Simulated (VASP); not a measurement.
# AlN (P6_3mc) in VASP: a series of runs

AlN is run at these levels: PBEsol; tasks: single point.

Program: VASP 6.6.1. These are calculated values, not measurements. Logs are shortened: lines on timing, memory, paths and dates and some standing lists are left out, and cuts for length are marked.

**Experimental background.**

“Self-assembly of well-separated AlN nanowires directly on sputtered metallic TiN films”, 2019, arxiv:1910.07391 quotes, for a bulk crystal of AlN at 10 K: band gap 6.034 eV (an exciton energy, a little under the gap).

From “Structural and optical properties of self-assembled AlN nanowires grown on SiO2/Si substrates by molecular beam epitaxy”, 2024, arxiv:2402.00216, for a bulk crystal of AlN at 0 K: band gap 6.0343 eV (an exciton energy, a little under the gap).

The runs below are set against these values where they give the same quantity.

## (1) The cell of the first run

It takes space group P6_3mc (No. 186, hexagonal). The conventional cell has a = 3.107 Å, b = 3.107 Å, c = 4.979 Å, α = 90.00°, β = 90.00°, γ = 120.00°. Al (site symmetry 3m) has 4 N at 1.89 to 1.90 Å within 2.5 Å. N (site symmetry 3m) has 4 Al at 1.89 to 1.90 Å within 2.5 Å.

## (2) Single point, PBEsol

Input file INCAR:

```
SYSTEM = AlN
PREC = Accurate
ENCUT = 600
EDIFF = 1E-6
ISMEAR = 0
SIGMA = 0.01
LREAL = .False.
LASPH = .True.
NELM = 120
ALGO = Normal
ISIF = 2
LWAVE = .False.
LCHARG = .True.
GGA = PS
LELF = .True.
LVHAR = .True.
NBANDS = 16
GGA_COMPAT = .False.
```

Input file KPOINTS:

```
Automatic mesh
0
Gamma
  8 8 1
  0 0 0
```

Input file POSCAR:

```
AlN
1.0
    3.1066945025      0.0000000000      0.0000000000
   -1.5533472512      2.6904763609      0.0000000000
    0.0000000000      0.0000000000      4.9785885509
Al N
2 2
Direct
    0.3333333333      0.6666666667     -0.0007956041
    0.6666666667      0.3333333333      0.4992043959
    0.3333333333      0.6666666667      0.3807956041
    0.6666666667      0.3333333333      0.8807956041
```

Potentials or basis: VASP PAW PBE potentials, release 64 (Al, N).

The run is started by

```
$ cat potpaw_PBE.64/Al/POTCAR potpaw_PBE.64/N/POTCAR > POTCAR
$ mpirun -np 1 vasp_std > vasp.out
```

OUTCAR:

```text
SYSTEM = AlN
   PREC = Accurate
   ENCUT = 600
   EDIFF = 1E-6
   ISMEAR = 0
   LREAL = .False.
   LASPH = .True.
   NELM = 120
   ISIF = 2
   GGA = PS

 ion  position               nearest neighbor table
   1  0.333  0.667  0.999-   4 1.89   4 1.89   4 1.89   3 1.90   2 3.07   2 3.07   2 3.07   2 3.07
                             2 3.07   2 3.07
   2  0.667  0.333  0.499-   3 1.89   3 1.89   3 1.89   4 1.90   1 3.07   1 3.07   1 3.07   1 3.07
                             1 3.07   1 3.07
   3  0.333  0.667  0.381-   2 1.89   2 1.89   2 1.89   1 1.90
   4  0.667  0.333  0.881-   1 1.89   1 1.89   1 1.89   2 1.90

  LATTYP: Found a hexagonal cell.
 ALAT       =     3.1066945025
 C/A-ratio  =     1.6025356040

  Lattice vectors:

 A1 = (   3.1066945025,   0.0000000000,   0.0000000000)
 A2 = (  -1.5533472512,   2.6904763609,   0.0000000000)
 A3 = (   0.0000000000,   0.0000000000,   4.9785885509)

Analysis of symmetry for initial positions (statically):
=====================================================================
 Subroutine PRICEL returns:
 Original cell was already a primitive cell.

 Routine SETGRP: Setting up the symmetry group for a
 hexagonal supercell.

 Subroutine GETGRP returns: Found 12 space group operations
 (whereof  6 operations were pure point group operations)
 out of a pool of 24 trial point group operations.

The static configuration has the point symmetry C_3v.
 The point group associated with its full space group is C_6v.

Analysis of symmetry for dynamics (positions and initial velocities):
=====================================================================
 Subroutine PRICEL returns:
 Original cell was already a primitive cell.

 Routine SETGRP: Setting up the symmetry group for a
 hexagonal supercell.

 Subroutine GETGRP returns: Found 12 space group operations
 (whereof  6 operations were pure point group operations)
 out of a pool of 24 trial point group operations.

The dynamic configuration has the point symmetry C_3v.
 The point group associated with its full space group is C_6v.

 Subroutine INISYM returns: Found 12 space group operations
 (whereof  6 operations are pure point group operations),
 and found     1 'primitive' translations

----------------------------------------------------------------------------------------

                                     Primitive cell

  volume of cell :      41.6135

  direct lattice vectors                    reciprocal lattice vectors
     3.106694502  0.000000000  0.000000000     0.321885528  0.185840696  0.000000000
    -1.553347251  2.690476361  0.000000000     0.000000000  0.371681392  0.000000000
     0.000000000  0.000000000  4.978588551     0.000000000  0.000000000  0.200860141

  length of vectors
     3.106694502  3.106694502  4.978588551     0.371681392  0.371681392  0.200860141

  position of ions in fractional coordinates (direct lattice)
     0.333333333  0.666666667  0.999204396
     0.666666667  0.333333333  0.499204396
     0.333333333  0.666666667  0.380795604
     0.666666667  0.333333333  0.880795604

  ion indices of the primitive-cell ions
   primitive index   ion index
                 1           1
                 2           2
                 3           3
                 4           4

----------------------------------------------------------------------------------------

 KPOINTS: Automatic mesh

Automatic generation of k-mesh.
 Grid dimensions read from file:
 generate k-points for:    8    8    1

 Generating k-lattice:

  Cartesian coordinates                     Fractional coordinates (reciprocal lattice)
     0.040235691  0.023230087  0.000000000     0.125000000 -0.000000000  0.000000000
     0.000000000  0.046460174  0.000000000     0.000000000  0.125000000  0.000000000
     0.000000000  0.000000000  0.200860141     0.000000000  0.000000000  1.000000000

  Length of vectors
     0.046460174  0.046460174  0.200860141

  Shift w.r.t. Gamma in fractional coordinates (k-lattice)
     0.000000000  0.000000000  0.000000000

 Subroutine IBZKPT returns following result:
 ===========================================

 Found     10 irreducible k-points:

 Following reciprocal coordinates:
            Coordinates               Weight
  0.000000  0.000000  0.000000      1.000000
  0.125000 -0.000000  0.000000      6.000000
  0.250000 -0.000000  0.000000      6.000000
  0.375000 -0.000000  0.000000      6.000000
  0.500000 -0.000000  0.000000      3.000000
  0.125000  0.125000  0.000000      6.000000
  0.250000  0.125000  0.000000     12.000000
  0.375000  0.125000  0.000000     12.000000
  0.250000  0.250000  0.000000      6.000000
  0.375000  0.250000  0.000000      6.000000
   k-points           NKPTS =     10   k-points in BZ     NKDIM =     10   number of bands    NBANDS=     16
   number of dos      NEDOS =    301   number of ions     NIONS =      4
   total plane-waves  NPLWV =  31360
   dimension x,y,z NGX =    28 NGY =   28 NGZ =   40
   dimension x,y,z NGXF=    56 NGYF=   56 NGZF=   80
   ions per type =               2   2
   NGX,Y,Z   is equivalent  to a cutoff of  14.98, 14.98, 13.36 a.u.
   NGXF,Y,Z  is equivalent  to a cutoff of  29.97, 29.97, 26.71 a.u.
 SYSTEM =  AlN
   PREC   = accura    normal or accurate (medium, high low for compatibility)
   ISTART =      0    job   : 0-new  1-cont  2-samecut
   ICHARG =      2    charge: 1-file 2-atom 10-const
   ISPIN  =      1    spin polarized calculation?
   LNONCOLLINEAR =      F non collinear calculations
   LSORBIT =      F    spin-orbit coupling
   LASPH  =      T    aspherical Exc in radial PAW
   ENCUT  =  600.0 eV  44.10 Ry    6.64 a.u.   6.20  6.20  9.94*2*pi/ulx,y,z
   NELM   =    120;   NELMIN=  2; NELMDL= -5     # of ELM steps
   EDIFF  = 0.1E-05   stopping-criterion for ELM
   LREAL  =      F    real-space projection
   EDIFFG = 0.1E-04   stopping-criterion for IOM
   NSW    =      0    number of steps for IOM
   IBRION =     -1    ionic relax: 0-MD 1-quasi-New 2-CG
   NFREE  =      0    steps in history (QN), initial steepest desc. (CG)
   ISIF   =      2    stress and relaxation
   ISYM   =      2    0-nonsym 1-usesym 2-fastsym
   POTIM  = 0.5000    time-step for ionic-motion
   TEBEG  =    0.0;   TEEND  =   0.0 temperature during run
   PSTRESS=    0.0 pullay stress
   NELECT =      16.0000    total number of electrons
   NUPDOWN=      -1.0000    fix difference up-down
   EMIN   =  10.00;   EMAX   =-10.00  energy-range for DOS
   EFERMI =   0.00;   METHOD = LEGACY
   ISMEAR =     0;   SIGMA  =   0.01  broadening in eV -4-tet -1-fermi 0-gaus
   EFERMI_NEDOS =   21; number of points for ismear=-14 and -15
   IALGO  =     38    algorithm
   IMIX   =      4    mixing-type and parameters
     AMIX     =   0.40;   BMIX     =  1.00
     AMIX_MAG =   1.60;   BMIX_MAG =  1.00
  volume/ion in A,a.u.               =      10.40        70.21
  Fermi-wavevector in a.u.,A,eV,Ry     =   1.190429  2.249585 19.281105  1.417121
  Thomas-Fermi vector in A             =   2.326514
   LORBIT       =      0    0 simple, 1 ext, 2 COOP (PROOUT), +10 PAW based schemes
   GGA     = PS    functional components
   LHFCALC =     F    Hartree Fock is set to
   AEXX    =    0.0000 exact exchange contribution
   IVDW    =     0    specifies the selected vdW correction
   LEPSILON=     F    determine dielectric tensor
   LRPA    =     F    only Hartree local field effects (RPA)
 non-spin polarized calculation
 Gauss-broadening in eV      SIGMA  =   0.01
  energy-cutoff  :      600.00
  volume of cell :       41.61
 maximum number of plane-waves:      1400
 NGX is ok and might be reduce to    28
   NGX = 13   NGY = 13   NGZ = 19

 number of electron      15.9999999 magnetization

 Free energy of the ion-electron system (eV)
  ---------------------------------------------------
  ext. energy  EPLUGINS =         0.00000000
  ---------------------------------------------------
  free energy    TOTEN  =       -31.54529836 eV

  energy without entropy =      -31.54529836  energy(sigma->0) =      -31.54529836

 E-fermi :   6.1673     XC(G=0): -11.1269

 val. band max:        6.0597616828   @ k =   0.0000   0.0000   0.0000
 cond. band min:      10.2436210290   @ k =   0.0000   0.0000   0.0000
 fundamental gap:      4.1838593462
 Fermi energy:         6.1672570649

 k-point     1 :       0.0000    0.0000    0.0000
  band No.  band energies     occupation
      1      -9.1172      2.00000
      2      -6.9347      2.00000
      3       0.0118      2.00000
      4       5.1963      2.00000
      5       5.1963      2.00000
      6       5.8441      2.00000
[... 8 lines left out ...]
     15      19.1832      0.00000
     16      19.1832      0.00000

 k-point     2 :       0.1250   -0.0000    0.0000
  band No.  band energies     occupation
      1      -8.9167      2.00000
      2      -6.8224      2.00000
      3       0.2497      2.00000
      4       4.3181      2.00000
      5       4.9509      2.00000
      6       5.0172      2.00000
[... 8 lines left out ...]
     15      18.8617      0.00000
     16      19.1132      0.00000

 k-point     3 :       0.2500   -0.0000    0.0000
  band No.  band energies     occupation
      1      -8.3571      2.00000
      2      -6.5571      2.00000
      3       0.9342      2.00000
      4       2.5782      2.00000
      5       3.5826      2.00000
      6       4.4827      2.00000
[... 8 lines left out ...]
     15      18.1453      0.00000
     16      19.3028      0.00000

 k-point     4 :       0.3750   -0.0000    0.0000
  band No.  band energies     occupation
      1      -7.5978      2.00000
      2      -6.3652      2.00000
      3       1.1183      2.00000
      4       1.9376      2.00000
      5       2.3689      2.00000
      6       4.1016      2.00000
[... 8 lines left out ...]
     15      18.2603      0.00000
     16      20.8802      0.00000

 k-point     5 :       0.5000   -0.0000    0.0000
  band No.  band energies     occupation
      1      -7.1136      2.00000
      2      -6.4093      2.00000
      3       0.5608      2.00000
      4       1.8641      2.00000
      5       2.6932      2.00000
      6       3.9599      2.00000
[... 8 lines left out ...]
     15      18.7995      0.00000
     16      21.1740      0.00000

 k-point     6 :       0.1250    0.1250    0.0000
  band No.  band energies     occupation
      1      -8.5357      2.00000
      2      -6.6321      2.00000
      3       0.7118      2.00000
      4       3.3804      2.00000
      5       3.5486      2.00000
      6       4.8060      2.00000
[... 8 lines left out ...]
     15      18.6497      0.00000
     16      19.2226      0.00000

 k-point     7 :       0.2500    0.1250    0.0000
  band No.  band energies     occupation
      1      -7.8655      2.00000
      2      -6.3956      2.00000
      3       1.5680      2.00000
      4       1.8703      2.00000
      5       2.6095      2.00000
      6       4.0375      2.00000
[... 8 lines left out ...]
     15      18.4159      0.00000
     16      20.4056      0.00000

 k-point     8 :       0.3750    0.1250    0.0000
  band No.  band energies     occupation
      1      -7.1667      2.00000
      2      -6.3635      2.00000
      3       0.8484      2.00000
      4       2.0621      2.00000
      5       2.5899      2.00000
      6       3.4560      2.00000
[... 8 lines left out ...]
     15      18.6623      0.00000
     16      20.9337      0.00000

 k-point     9 :       0.2500    0.2500    0.0000
  band No.  band energies     occupation
      1      -7.2137      2.00000
      2      -6.3240      2.00000
      3       1.4024      2.00000
      4       1.9520      2.00000
      5       2.4986      2.00000
      6       3.1914      2.00000
[... 8 lines left out ...]
     15      18.2446      0.00000
     16      20.6640      0.00000

 k-point    10 :       0.3750    0.2500    0.0000
  band No.  band energies     occupation
      1      -6.7700      2.00000
      2      -6.4420      2.00000
      3       1.0632      2.00000
      4       2.2526      2.00000
      5       2.4231      2.00000
      6       3.2593      2.00000
[... 8 lines left out ...]
     15      18.9718      0.00000
     16      20.4394      0.00000

------------------------ aborting loop because EDIFF is reached ----------------------------------------

  FORCE on cell =-STRESS in cart. coord.  units (eV):
  Direction    XX          YY          ZZ          XY          YZ          ZX
  --------------------------------------------------------------------------------------
  -------------------------------------------------------------------------------------
  Total        0.6574361      0.6574361     -0.5218524      0.0000000      0.0000000      0.0000000
  in kB       25.3122146     25.3122146    -20.0920529      0.0000000      0.0000000      0.0000000
  external PRESSURE =      10.1774588 kB  Pullay stress =       0.0000000 kB

 VOLUME and BASIS-vectors are now :
 -----------------------------------------------------------------------------
  energy-cutoff  :      600.00
  volume of cell :       41.61
      direct lattice vectors                 reciprocal lattice vectors
     3.106694502  0.000000000  0.000000000     0.321885528  0.185840696  0.000000000
    -1.553347251  2.690476361  0.000000000     0.000000000  0.371681392  0.000000000
     0.000000000  0.000000000  4.978588551     0.000000000  0.000000000  0.200860141

 POSITION                                       TOTAL-FORCE (eV/Angst)
 -----------------------------------------------------------------------------------
     -0.00000      1.79365      4.97463        -0.000000     -0.000000     -0.031974
      1.55335      0.89683      2.48533         0.000000      0.000000     -0.031974
     -0.00000      1.79365      1.89582        -0.000000      0.000000      0.031974
      1.55335      0.89683      4.38512         0.000000      0.000000      0.031974
 -----------------------------------------------------------------------------------
    total drift:                               -0.000000      0.000000     -0.000609

  FREE ENERGIE OF THE ION-ELECTRON SYSTEM (eV)
  ---------------------------------------------------
  free  energy   TOTEN  =       -31.5452983565 eV

  energy  without entropy=      -31.5452983565  energy(sigma->0) =      -31.54529836
```

Run time: 13 s. Hardware: 1 thread of Intel Xeon Platinum 8488C (Sapphire Rapids), shared host; peak memory 0.16 GiB.

What came out:

```yaml
Free_energy: -31.5453 eV
Pressure: 1.0 GPa
Largest_force: 0.032 eV/Å
Band_gap_on_the_k_mesh: 4.18 eV
```

Forces in eV/Å, atoms in the order of the input:
```
Al   0.000  0.000 -0.032
Al   0.000  0.000 -0.032
N    0.000  0.000  0.032
N    0.000  0.000  0.032
```

Caveat: the k points lie up to 1.26 Å⁻¹ apart, too coarse for converged energies, forces and pressures; the PAW data sets were made with another functional, which shifts forces and pressure a little.

## (3) Single point, PBEsol

Input file INCAR:

```
PREC = Accurate
ENCUT = 600
EDIFF = 1E-6
ISMEAR = 0
SIGMA = 0.01
LREAL = F
LASPH = T
NELM = 120
ALGO = Normal
ISIF = 2
LWAVE = F
LCHARG = F
GGA = PS
NBANDS = 16
GGA_COMPAT = F
```

Input file KPOINTS:

```
regular mesh
0
Gamma
  6 6 4
```

POSCAR is that of step 2.

Potentials or basis: VASP PAW PBE potentials, release 64 (Al, N).

The run is started by

```
$ cat potpaw_PBE.64/Al/POTCAR potpaw_PBE.64/N/POTCAR > POTCAR
$ mpirun -np 1 vasp_std > vasp.out
```

Run time: 15 s. Hardware: 1 thread of Intel Xeon Platinum 8488C (Sapphire Rapids), shared host; peak memory 0.17 GiB.

Results (log left out):

| Property | Result |
| --- | --- |
| Free energy | -31.3133 eV |
| Pressure | 1.0 GPa |
| Largest force | 0.013 eV/Å |
| Band gap on the k mesh | 4.17 eV |

Forces on the atoms (eV/Å):
```
Al   0.000  0.000 -0.013
Al   0.000  0.000 -0.013
N    0.000  0.000  0.013
N    0.000  0.000  0.013
```

Stress tensor (GPa, compression positive):
```
1.07 0.00 0.00
0.00 1.07 0.00
0.00 0.00 0.73
```

Levels at points of the mesh, in eV from the valence-band top:
```csv
k point,band 6,band 7,band 8,band 9,band 10,band 11
"(0.00, 0.00, 0.00)",-0.21,-0.21,0.00,4.17,6.61,10.54
"(0.50, 0.00, 0.00)",-2.10,-1.81,-0.69,5.68,5.70,8.13
"(0.00, 0.00, 0.50)",-0.55,-0.55,-0.55,6.43,6.43,10.25
"(0.50, 0.00, 0.50)",-1.48,-1.38,-1.38,5.19,5.19,9.16
```

Caveat: the PAW data sets were made with another functional, which shifts forces and pressure a little.

[end of part 1 of 2]
